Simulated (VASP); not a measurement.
# WS2 (R3m) in VASP: a series of runs

The runs below take WS2 through single point, with PBEsol+D3(BJ).

Program: VASP 6.6.1. These are calculated values, not measurements. Logs are shortened: lines on timing, memory, paths and dates and some standing lists are left out, and cuts for length are marked.

## Step 1: The cell of the first run

The structure is trigonal, space group R3m (No. 160). The conventional cell has a = 3.316 Å, b = 3.316 Å, c = 18.490 Å, α = 90.00°, β = 90.00°, γ = 120.00°. W (site symmetry 3m) has 6 S at 2.46 to 2.48 Å and 6 W at 3.32 Å within 3.4 Å. S (site symmetry 3m) has 3 W at 2.46 Å and 7 S at 3.13 to 3.32 Å within 3.4 Å. S (site symmetry 3m) has 3 W at 2.48 Å and 7 S at 3.13 to 3.32 Å within 3.4 Å.

## Step 2: Single point, PBEsol+D3(BJ) (strain +0.050 along x and y, +0.000 along z)

Input file INCAR:

```
SYSTEM = WS2
  PREC = Accurate
  ENCUT = 520
  EDIFF = 1E-7
  ISMEAR = 0
  SIGMA = 0.05
  LREAL = .FALSE.
  LASPH = .TRUE.
  NELM = 80
  ALGO = Normal
  ISIF = 2
  LWAVE = .FALSE.
  LCHARG = .TRUE.
  GGA = PS
  IVDW = 12
  LELF = .TRUE.
  LVHAR = .TRUE.
  NBANDS = 20
```

Input file KPOINTS:

```
Automatic mesh
0
G
  12 12 12
  0 0 0
```

Input file POSCAR:

```
WS2
1.0
    1.6579504035      0.9572181118      6.1633300000
   -1.6579504035      0.9572181118      6.1633300000
    0.0000000000     -1.9144362235      6.1633300000
W S
1 2
Direct
    0.0000000000      0.0000000000      0.0000000000
    0.7503000000      0.7503000000      0.7503000000
    0.5810000000      0.5810000000      0.5810000000
```

Potentials or basis: VASP PAW PBE potentials, release 64 (W_sv, S).

On the command line:

```console
$ cat potpaw_PBE.64/W_sv/POTCAR potpaw_PBE.64/S/POTCAR > POTCAR
$ mpirun -np 1 vasp_std > vasp.out
```

OUTCAR:

```text
SYSTEM = WS2
   PREC = Accurate
   ENCUT = 520
   EDIFF = 1E-7
   ISMEAR = 0
   LREAL = .FALSE.
   LASPH = .TRUE.
   NELM = 80
   ISIF = 2
   GGA = PS
   IVDW = 12
 IVDW          = 12

 ion  position               nearest neighbor table
   1  0.000  0.000  0.000-   2 2.46   2 2.46   2 2.46   3 2.48   3 2.48   3 2.48
   2  0.750  0.750  0.750-   1 2.46   1 2.46   1 2.46
   3  0.581  0.581  0.581-   1 2.48   1 2.48   1 2.48

  LATTYP: Found a trigonal (rhomboedric) cell.
 ALAT       =     6.4538130390
 COS(alpha) =     0.8680102200

  Lattice vectors:

 A1 = (   1.6579504035,   0.9572181118,   6.1633300000)
 A2 = (  -1.6579504035,   0.9572181118,   6.1633300000)
 A3 = (   0.0000000000,  -1.9144362235,   6.1633300000)

Analysis of symmetry for initial positions (statically):
=====================================================================
 Subroutine PRICEL returns:
 Original cell was already a primitive cell.

 Routine SETGRP: Setting up the symmetry group for a
 trigonal (rhombohedral) supercell.

 Subroutine GETGRP returns: Found  6 space group operations
 (whereof  6 operations were pure point group operations)
 out of a pool of 12 trial point group operations.

The static configuration has the point symmetry C_3v.

Analysis of symmetry for dynamics (positions and initial velocities):
=====================================================================
 Subroutine PRICEL returns:
 Original cell was already a primitive cell.

 Routine SETGRP: Setting up the symmetry group for a
 trigonal (rhombohedral) supercell.

 Subroutine GETGRP returns: Found  6 space group operations
 (whereof  6 operations were pure point group operations)
 out of a pool of 12 trial point group operations.

The dynamic configuration has the point symmetry C_3v.

 Subroutine INISYM returns: Found  6 space group operations
 (whereof  6 operations are pure point group operations),
 and found     1 'primitive' translations

----------------------------------------------------------------------------------------

                                     Primitive cell

  volume of cell :      58.6880

  direct lattice vectors                    reciprocal lattice vectors
     1.657950403  0.957218112  6.163330000     0.301577176  0.174115664  0.054083318
    -1.657950403  0.957218112  6.163330000    -0.301577176  0.174115664  0.054083318
     0.000000000 -1.914436224  6.163330000     0.000000000 -0.348231327  0.054083318

  length of vectors
     6.453813039  6.453813039  6.453813039     0.352406104  0.352406104  0.352406104

  position of ions in fractional coordinates (direct lattice)
     0.000000000  0.000000000  0.000000000
     0.750300000  0.750300000  0.750300000
     0.581000000  0.581000000  0.581000000

  ion indices of the primitive-cell ions
   primitive index   ion index
                 1           1
                 2           2
                 3           3

----------------------------------------------------------------------------------------

 KPOINTS: Automatic mesh

Automatic generation of k-mesh.
 Grid dimensions read from file:
 generate k-points for:   12   12   12

 Generating k-lattice:

  Cartesian coordinates                     Fractional coordinates (reciprocal lattice)
     0.025131431  0.014509639  0.004506943     0.083333333  0.000000000  0.000000000
    -0.025131431  0.014509639  0.004506943     0.000000000  0.083333333  0.000000000
     0.000000000 -0.029019277  0.004506943    -0.000000000 -0.000000000  0.083333333

  Length of vectors
     0.029367175  0.029367175  0.029367175

  Shift w.r.t. Gamma in fractional coordinates (k-lattice)
     0.000000000  0.000000000  0.000000000

 Subroutine IBZKPT returns following result:
 ===========================================

 Found    189 irreducible k-points:

 Following reciprocal coordinates:
            Coordinates               Weight
  0.000000  0.000000  0.000000      1.000000
  0.083333  0.000000  0.000000      6.000000
  0.166667  0.000000  0.000000      6.000000
  0.250000  0.000000  0.000000      6.000000
  0.333333  0.000000  0.000000      6.000000
  0.416667  0.000000  0.000000      6.000000
[... 16 lines left out ...]
  0.500000  0.166667  0.000000     12.000000
 -0.416667  0.166667  0.000000     12.000000
 [... further k-points ...]
   k-points           NKPTS =    189   k-points in BZ     NKDIM =    189   number of bands    NBANDS=     20
   number of dos      NEDOS =    301   number of ions     NIONS =      3
   total plane-waves  NPLWV = 110592
   dimension x,y,z NGX =    48 NGY =   48 NGZ =   48
   dimension x,y,z NGXF=    96 NGYF=   96 NGZF=   96
   ions per type =               1   2
   NGX,Y,Z   is equivalent  to a cutoff of  12.36, 12.36, 12.36 a.u.
   NGXF,Y,Z  is equivalent  to a cutoff of  24.73, 24.73, 24.73 a.u.
 SYSTEM =  WS2
   PREC   = accura    normal or accurate (medium, high low for compatibility)
   ISTART =      0    job   : 0-new  1-cont  2-samecut
   ICHARG =      2    charge: 1-file 2-atom 10-const
   ISPIN  =      1    spin polarized calculation?
   LNONCOLLINEAR =      F non collinear calculations
   LSORBIT =      F    spin-orbit coupling
   LASPH  =      T    aspherical Exc in radial PAW
   ENCUT  =  520.0 eV  38.22 Ry    6.18 a.u.  12.00 12.00 12.00*2*pi/ulx,y,z
   NELM   =     80;   NELMIN=  2; NELMDL= -5     # of ELM steps
   EDIFF  = 0.1E-06   stopping-criterion for ELM
   LREAL  =      F    real-space projection
   EDIFFG = 0.1E-05   stopping-criterion for IOM
   NSW    =      0    number of steps for IOM
   IBRION =     -1    ionic relax: 0-MD 1-quasi-New 2-CG
   NFREE  =      0    steps in history (QN), initial steepest desc. (CG)
   ISIF   =      2    stress and relaxation
   ISYM   =      2    0-nonsym 1-usesym 2-fastsym
   POTIM  = 0.5000    time-step for ionic-motion
   TEBEG  =    0.0;   TEEND  =   0.0 temperature during run
   PSTRESS=    0.0 pullay stress
   NELECT =      26.0000    total number of electrons
   NUPDOWN=      -1.0000    fix difference up-down
   EMIN   =  10.00;   EMAX   =-10.00  energy-range for DOS
   EFERMI =   0.00;   METHOD = LEGACY
   ISMEAR =     0;   SIGMA  =   0.05  broadening in eV -4-tet -1-fermi 0-gaus
   EFERMI_NEDOS =   21; number of points for ismear=-14 and -15
   IALGO  =     38    algorithm
   IMIX   =      4    mixing-type and parameters
     AMIX     =   0.40;   BMIX     =  1.00
     AMIX_MAG =   1.60;   BMIX_MAG =  1.00
  volume/ion in A,a.u.               =      19.56       132.02
  Fermi-wavevector in a.u.,A,eV,Ry     =   1.248005  2.358387 21.191290  1.557516
  Thomas-Fermi vector in A             =   2.382111
   LORBIT       =      0    0 simple, 1 ext, 2 COOP (PROOUT), +10 PAW based schemes
   GGA     = PS    functional components
   LHFCALC =     F    Hartree Fock is set to
   AEXX    =    0.0000 exact exchange contribution
   IVDW    =    12    specifies the selected vdW correction
   LEPSILON=     F    determine dielectric tensor
   LRPA    =     F    only Hartree local field effects (RPA)
 non-spin polarized calculation
 Gauss-broadening in eV      SIGMA  =   0.05
  energy-cutoff  :      520.00
  volume of cell :       58.69
 maximum number of plane-waves:      1595
   NGX = 23   NGY = 23   NGZ = 23

 number of electron      26.0000001 magnetization

 Free energy of the ion-electron system (eV)
  ---------------------------------------------------
  ext. energy  EPLUGINS =         0.00000000
  ---------------------------------------------------
  free energy    TOTEN  =       -24.96102662 eV

  energy without entropy =      -24.96102662  energy(sigma->0) =      -24.96102662

 E-fermi :   6.6704     XC(G=0): -10.6505

 val. band max:        6.3945405319   @ k =   0.5000   0.5000   0.5000
 cond. band min:       7.0022031094   @ k =  -0.1667   0.5000   0.1667
 fundamental gap:      0.6076625775
 Fermi energy:         6.6703571762

 k-point     1 :       0.0000    0.0000    0.0000
  band No.  band energies     occupation
      1     -68.5512      2.00000
      2     -32.6916      2.00000
      3     -32.6444      2.00000
      4     -32.6444      2.00000
      5      -8.7387      2.00000
      6      -6.8983      2.00000
[... 12 lines left out ...]
     19      13.3614      0.00000
     20      14.6023      0.00000

 k-point     2 :       0.0833    0.0000    0.0000
  band No.  band energies     occupation
      1     -68.5506      2.00000
      2     -32.6891      2.00000
      3     -32.6587      2.00000
      4     -32.6478      2.00000
      5      -8.6407      2.00000
      6      -6.8721      2.00000
[... 12 lines left out ...]
     19      13.8017      0.00000
     20      14.6687      0.00000

 k-point     3 :       0.1667    0.0000    0.0000
  band No.  band energies     occupation
      1     -68.5490      2.00000
      2     -32.6977      2.00000
      3     -32.6823      2.00000
      4     -32.6570      2.00000
      5      -8.3617      2.00000
      6      -6.7973      2.00000
[... 12 lines left out ...]
     19      14.3193      0.00000
     20      14.8129      0.00000

 k-point     4 :       0.2500    0.0000    0.0000
  band No.  band energies     occupation
      1     -68.5468      2.00000
      2     -32.7504      2.00000
      3     -32.6731      2.00000
      4     -32.6696      2.00000
      5      -7.9476      2.00000
      6      -6.6872      2.00000
[... 12 lines left out ...]
     19      13.8555      0.00000
     20      14.4660      0.00000

 k-point     5 :       0.3333    0.0000    0.0000
  band No.  band energies     occupation
      1     -68.5445      2.00000
      2     -32.8027      2.00000
      3     -32.6822      2.00000
      4     -32.6638      2.00000
      5      -7.4817      2.00000
      6      -6.5669      2.00000
[... 12 lines left out ...]
     19      13.1584      0.00000
     20      13.7436      0.00000
[... 353 lines left out ...]
      6      -6.6684      2.00000
[... 12 lines left out ...]
     19      13.9512      0.00000
     20      14.6770      0.00000

 k-point    22 :       0.4167    0.1667    0.0000
  band No.  band energies     occupation
      1     -68.5437      2.00000
      2     -32.8028      2.00000
      3     -32.7061      2.00000
      4     -32.6604      2.00000
      5      -7.2758      2.00000
      6      -6.5496      2.00000
[... 12 lines left out ...]
     19      13.8464      0.00000
     20      14.3858      0.00000

 k-point    23 :       0.5000    0.1667    0.0000
  band No.  band energies     occupation
      1     -68.5423      2.00000
      2     -32.8282      2.00000
      3     -32.7216      2.00000
      4     -32.6545      2.00000
      5      -6.9367      2.00000
      6      -6.4473      2.00000
[... 12 lines left out ...]
     19      13.8842      0.00000
     20      14.2031      0.00000

 k-point    24 :      -0.4167    0.1667    0.0000
  band No.  band energies     occupation
      1     -68.5417      2.00000
      2     -32.8374      2.00000
      3     -32.7274      2.00000
      4     -32.6524      2.00000
      5      -6.8123      2.00000
      6      -6.3973      2.00000
[... 12 lines left out ...]
     19      13.9728      0.00000
     20      14.1871      0.00000

 [... further k-points ...]

------------------------ aborting loop because EDIFF is reached ----------------------------------------

 Edisp (eV)   -1.04471

 E8    (eV) :    -0.6770

  FORCE on cell =-STRESS in cart. coord.  units (eV):
  Direction    XX          YY          ZZ          XY          YZ          ZX
  --------------------------------------------------------------------------------------
  -------------------------------------------------------------------------------------
  Total      -6.80725    -6.80725    -4.17925     0.00000    -0.00000     0.00000
  in kB    -185.83749  -185.83749  -114.09319     0.00000    -0.00000     0.00000
  external pressure =     -161.92 kB  Pullay stress =        0.00 kB

 VOLUME and BASIS-vectors are now :
 -----------------------------------------------------------------------------
  energy-cutoff  :      520.00
  volume of cell :       58.69
      direct lattice vectors                 reciprocal lattice vectors
     1.657950403  0.957218112  6.163330000     0.301577176  0.174115664  0.054083318
    -1.657950403  0.957218112  6.163330000    -0.301577176  0.174115664  0.054083318
     0.000000000 -1.914436224  6.163330000     0.000000000 -0.348231327  0.054083318

 POSITION                                       TOTAL-FORCE (eV/Angst)
 -----------------------------------------------------------------------------------
      0.00000      0.00000      0.00000         0.000000     -0.000000     -0.476591
      0.00000      0.00000     13.87304         0.000000     -0.000000     -0.741693
      0.00000      0.00000     10.74268         0.000000      0.000000      1.218284
 -----------------------------------------------------------------------------------
    total drift:                               -0.000000     -0.000000     -0.000007

  FREE ENERGIE OF THE ION-ELECTRON SYSTEM (eV)
  ---------------------------------------------------
  free  energy   TOTEN  =       -26.0057358963 eV

  energy  without entropy=      -26.0057358963  energy(sigma->0) =      -26.00573590
```

It took 10 min on 1 thread of AMD EPYC 7R43 (Zen 3), shared host; peak memory 0.41 GiB.

What came out:

```yaml
Free_energy: -26.0057 eV
Pressure: -16.2 GPa
Largest_force: 1.218 eV/Å
Band_gap_on_the_k_mesh: 0.61 eV (least direct gap 1.41 eV)
Dispersion_energy_per_atom: -0.348 eV
```

Forces in eV/Å, atoms in the order of the input:
```
W    0.000  0.000 -0.477
S    0.000  0.000 -0.742
S    0.000  0.000  1.218
```

Levels at points of the mesh, in eV from the valence-band top:
| k point | band 11 | band 12 | band 13 | band 14 | band 15 | band 16 |
| --- | --- | --- | --- | --- | --- | --- |
| (0.00, 0.00, 0.00) | -2.53 | -1.31 | -0.87 | 1.71 | 1.71 | 2.08 |
| (0.50, 0.00, 0.00) | -2.39 | -2.15 | -1.63 | 1.59 | 1.96 | 3.11 |
| (0.50, 0.50, 0.00) | -2.94 | -2.35 | -1.54 | 1.54 | 1.99 | 2.74 |
| (0.50, 0.50, 0.50) | -2.49 | -2.49 | 0.00 | 1.83 | 1.83 | 1.91 |

Caveat: the cell differs from its parent crystal (strain +0.050 along x and y, +0.000 along z); the stress differs along the axes, from -19 to -11 GPa; the PAW data sets were made with another functional, which shifts forces and pressure a little; spin-orbit coupling is left out, which moves the levels of the heavy elements. A k mesh can miss the band edges.

## Step 3: Single point, PBEsol+D3(BJ) (strain +0.050 along x and y, +0.050 along z)

Input file INCAR:

```
SYSTEM = WS2
ALGO = Normal ; EDIFF = 1E-7
ENCUT = 520 ; GGA = PS
ISIF = 2 ; ISMEAR = 0
IVDW = 12 ; LASPH = .TRUE.
LCHARG = .FALSE. ; LREAL = .FALSE.
LWAVE = .FALSE. ; NBANDS = 20
NELM = 60 ; PREC = Accurate
SIGMA = 0.05
```

Input file KPOINTS:

```
k-points
0
G
  12 12 12
  0 0 0
```

Input file POSCAR:

```
WS2
1.0
    1.6579504035      0.9572181118      6.4714965000
   -1.6579504035      0.9572181118      6.4714965000
    0.0000000000     -1.9144362235      6.4714965000
W S
1 2
Direct
    0.0000000000      0.0000000000      0.0000000000
    0.7503000000      0.7503000000      0.7503000000
    0.5810000000      0.5810000000      0.5810000000
```

Potentials or basis: VASP PAW PBE potentials, release 64 (W_sv, S).

On the command line:

```console
$ cat potpaw_PBE.64/W_sv/POTCAR potpaw_PBE.64/S/POTCAR > POTCAR
$ mpirun -np 1 vasp_std > vasp.out
```

Run time: 14 min. Hardware: 1 thread of AMD EPYC 7R43 (Zen 3), shared host; peak memory 0.45 GiB.

It converged, with:

| Quantity | Value |
| --- | --- |
| Free energy | -25.7012 eV |
| Pressure | -20.9 GPa |
| Largest force | 2.350 eV/Å |
| Band gap on the k mesh | 1.07 eV (least direct gap 1.55 eV) |
| Dispersion energy per atom | -0.330 eV |

Forces in eV/Å, atoms in the order of the input:
```
W    0.000  0.000 -0.420
S    0.000  0.000 -1.930
S    0.000  0.000  2.350
```

Stress tensor (GPa, compression positive):
```
-20.58   0.00   0.00
  0.00 -20.58   0.00
  0.00   0.00 -21.56
```

Levels at points of the mesh, in eV from the valence-band top:
```tsv
k point	band 9	band 10	band 11	band 12	band 13	band 14	band 15	band 16	band 17	band 18
(0.00, 0.00, 0.00)	-2.89	-1.89	-1.89	-1.38	-0.79	1.99	1.99	2.18	2.18	3.92
(0.50, 0.00, 0.00)	-4.53	-3.47	-2.27	-1.60	-1.31	1.97	2.27	3.28	3.38	4.13
(0.50, 0.50, 0.00)	-4.27	-3.40	-2.71	-1.75	-1.20	1.94	2.34	2.93	3.71	4.67
(0.50, 0.50, 0.50)	-2.91	-2.91	-1.86	-1.86	0.00	2.02	2.02	2.12	2.12	4.46
```

Caveat: the cell differs from its parent crystal (strain +0.050 along x and y, +0.050 along z); the cell stands under tension; the PAW data sets were made with another functional, which shifts forces and pressure a little; spin-orbit coupling is left out, which moves the levels of the heavy elements.
